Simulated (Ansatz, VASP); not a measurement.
**Na4H in VASP and in Ansatz**

```
CELL_PARAMETERS angstrom
7.26651 0.00000 0.00000
-2.42217 6.85093 0.00000
0.00000 0.00000 20.96654
ATOMIC_POSITIONS crystal
Na 0.25000 0.25000 0.19078
Na 0.25000 0.75000 0.19078
Na 0.75000 0.25000 0.19078
Na 0.75000 0.75000 0.19078
Na 0.00000 0.00000 0.33227
Na 0.00000 0.50000 0.33227
Na 0.50000 0.00000 0.33227
Na 0.50000 0.50000 0.33227
H 0.12194 0.33333 0.39952
H 0.21139 0.33333 0.39952
```

Alike in both runs: task single point; functional PBE; k mesh 4 × 4 × 1; occupations gaussian, width 0.1 eV; no spin polarisation.

|  | VASP | Ansatz |
| --- | --- | --- |
| version | VASP 6.6.1 | Ansatz 0.2.0 |
| potentials or method | VASP PAW PBE potentials, release 64 (Na_pv, H), cutoff 400 eV | scalar-relativistic, plane waves, PAW |
| valence electrons in the cell | 58 | 74 |

```csv
,VASP,Ansatz,Ansatz less VASP
gap on the k mesh at the Fermi level (eV),none,none,-
rms of the force components (eV/Å),1.300,1.293,-0.0070
```

Atom by atom the forces differ by 0.007 eV/Å (rms over components). A gap of «none» marks a metal or a gap that the smearing closes. VASP's potentials hold 58 valence electrons a cell and Ansatz's 74, so a difference there can come from the potentials and not from the codes.
